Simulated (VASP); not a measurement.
Here is a VASP 6.6.1 calculation.

File POSCAR:

```
Ni3Ge
1.0
    3.5303340000      0.0000000000      0.0000000000
    0.0000000000      3.5303340000      0.0000000000
    0.0000000000      0.0000000000      3.5303340000
Ni Ge
3 1
Direct
    0.5000000000      0.0000000000      0.5000000000
    0.0000000000      0.5000000000      0.5000000000
    0.5000000000      0.5000000000      0.0000000000
    0.0000000000      0.0000000000      0.0000000000
```

The input INCAR.step1:

```
SYSTEM = Ni3Ge
PREC = Accurate
ENCUT = 520
ISMEAR = -1
SIGMA = 0.2
LREAL = .False.
LASPH = .True.
NELM = 150
ISPIN = 2
MAGMOM = 0.51 0.51 0.51 0.01
NUPDOWN = 1.3
LMAXMIX = 4
NBANDS = 34
GGA = PE
ALGO = Normal
EDIFF = 1E-4
LWAVE = .True.
LCHARG = .False.
```

INCAR.step2

```
SYSTEM = Ni3Ge
PREC = Accurate
ENCUT = 520
EDIFF = 1E-6
ISMEAR = -1
SIGMA = 0.2
LREAL = .False.
LASPH = .True.
NELM = 150
ALGO = Normal
ISIF = 2
LWAVE = .False.
LCHARG = .True.
ISPIN = 2
MAGMOM = 0.51 0.51 0.51 0.01
LORBIT = 11
NUPDOWN = 1.3
LMAXMIX = 4
METAGGA = R2SCAN
LMIXTAU = .True.
IVDW = 13
VDW_S6 = 1.0
VDW_S8 = 0.6018749
VDW_A1 = 0.51559235
VDW_A2 = 5.77342911
LELF = .True.
LVHAR = .True.
NBANDS = 34
ISTART = 1
```

KPOINTS

```
Automatic mesh
0
Gamma
  7 7 7
  0.5 0.5 0.5
```

Potentials or basis: VASP PAW PBE potentials, release 64 (Ni, Ge_d).

Launch:

```sh
$ cat potpaw_PBE.64/Ni/POTCAR potpaw_PBE.64/Ge_d/POTCAR > POTCAR
$ cp INCAR.step1 INCAR
$ mpirun -np 1 vasp_std > vasp.out
$ cp INCAR.step2 INCAR
$ mpirun -np 1 vasp_std > vasp.out
```

(1) What does it give for the dispersion energy per atom?

(2) Predict the pressure.

Answers

(1) -0.168 eV.

(2) 1.4 GPa.

Caveat: the PAW data sets were made with another functional, which shifts forces and pressure a little; the total moment is fixed, so each spin has its own Fermi level.
